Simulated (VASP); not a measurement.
Here is a VASP 6.6.1 calculation.

INCAR

```
  PREC = Accurate
  ENCUT = 520
  EDIFF = 1E-6
  ISMEAR = 0
  SIGMA = 0.05
  LREAL = False
  LASPH = True
  NELM = 80
  ALGO = Normal
  ISIF = 2
  LWAVE = False
  LCHARG = False
  NBANDS = 34
```

Contents of KPOINTS:

```
regular mesh
0
Gamma
  6 6 4
```

POSCAR

```
SiO2
1.0
    4.9631179144      0.0000000000      0.0000000000
   -2.4815589572      4.2981861959      0.0000000000
    0.0000000000      0.0000000000      5.4419821688
Si O
3 6
Direct
    0.0000000000      0.5000000000      0.3333333333
    0.5000000000      0.5000000000      0.6666666667
    0.5000000000      0.0000000000      0.0000000000
    0.5843949021      0.7921974511      0.8333333333
    0.7921974511      0.5843949021      0.5000000000
    0.7921974511      0.2078025489      0.1666666667
    0.4156050979      0.2078025489      0.8333333333
    0.2078025489      0.4156050979      0.5000000000
    0.2078025489      0.7921974511      0.1666666667
```

Potentials or basis: VASP PAW LDA potentials, release 64 (Si, O).

The run is started by

```console
$ cat potpaw_LDA.64/Si/POTCAR potpaw_LDA.64/O/POTCAR > POTCAR
$ mpirun -np 1 vasp_std > vasp.out
```

Task: Estimate the largest force.

Result: 0.398 eV/Å.

Task: Estimate the band gap on the k mesh.

Result: 5.69 eV, indirect (least direct gap 5.89 eV).

Task: Estimate the pressure.

Result: 10.0 GPa.

Forces in eV/Å, atoms in the order of the input:
```
Si   0.000  0.000  0.000
Si   0.000  0.000  0.000
Si   0.000  0.000  0.000
O    0.345  0.199  0.000
O    0.000  0.398  0.000
O    0.345 -0.199  0.000
O   -0.345 -0.199  0.000
O    0.000 -0.398  0.000
O   -0.345  0.199  0.000
```

Caveat: the cell differs from its parent crystal (strain -0.015 along x and y, -0.015 along z). A k mesh can miss the band edges.
